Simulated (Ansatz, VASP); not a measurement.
# Two plane-wave programs on Be

File INCAR:

```
ALGO = Normal
EDIFF = 1E-6
ENCUT = 600
GGA = CA
GGA_COMPAT = F
ISIF = 2
ISMEAR = -1
LASPH = T
LCHARG = T
LELF = T
LREAL = F
LVHAR = T
LWAVE = F
NBANDS = 12
NELM = 120
PREC = Accurate
SIGMA = 0.1
```

The input KPOINTS:

```
k-points
0
Gamma
  4 4 6
```

POSCAR

```
Be
1.0
    3.7468100000      0.0000000000      0.0000000000
    0.0000000000      3.7468100000      0.0000000000
    0.0000000000      0.0000000000      2.2812800000
Be
4
Direct
    0.3056135107      0.2675389160     -0.0079219764
    0.6940392000      0.7315040060      0.0029021958
    0.1924059964      0.7662146579      0.5218312636
    0.8079412706      0.2347424589      0.4831888143
```

Input for Ansatz:

```yaml
crystal:
  lattice:
    - [3.74681, 0.0, 0.0]
    - [0.0, 3.74681, 0.0]
    - [0.0, 0.0, 2.28128]
  atoms:
    - { symbol: Be, position: [0.3056135107324306, 0.26753891599263424, -0.007921976383725833] }
    - { symbol: Be, position: [0.6940391999926991, 0.7315040060145167, 0.002902195845788905] }
    - { symbol: Be, position: [0.1924059964051853, 0.7662146578983131, 0.521831263640067] }
    - { symbol: Be, position: [0.8079412706340944, 0.2347424589221966, 0.48318881432395794] }
basis:
  ecutwfc: 557.833418042754
kpoints:
  mp_grid:
    grid: [4, 4, 6]
hamiltonian:
  xc: lda
scf:
  occupations:
    method: fermi_dirac
output:
  forces: true
```

Alike in both runs: task single point; functional LDA; k mesh 4 × 4 × 6; no spin polarisation.

|  | VASP | Ansatz |
| --- | --- | --- |
| version | VASP 6.6.1 | Ansatz 0.2.0 |
| potentials or method | VASP PAW LDA potentials, release 64 (Be), cutoff 600 eV | plane waves, PAW |
| occupations | fermi-dirac, width 0.1 eV | fermi-dirac |
| valence electrons in the cell | 8 | 8 |

|  | VASP | Ansatz | Ansatz less VASP |
| --- | --- | --- | --- |
| rms of the force components (eV/Å) | 0.207 | 0.207 | -0.0001 |

LDA's correlation is that of Perdew and Zunger in VASP and of Perdew and Wang (1992) in Ansatz. Atom by atom the forces differ by 0.000 eV/Å (rms over components).

The k mesh is coarse, so the values compare programs but aren't converged.
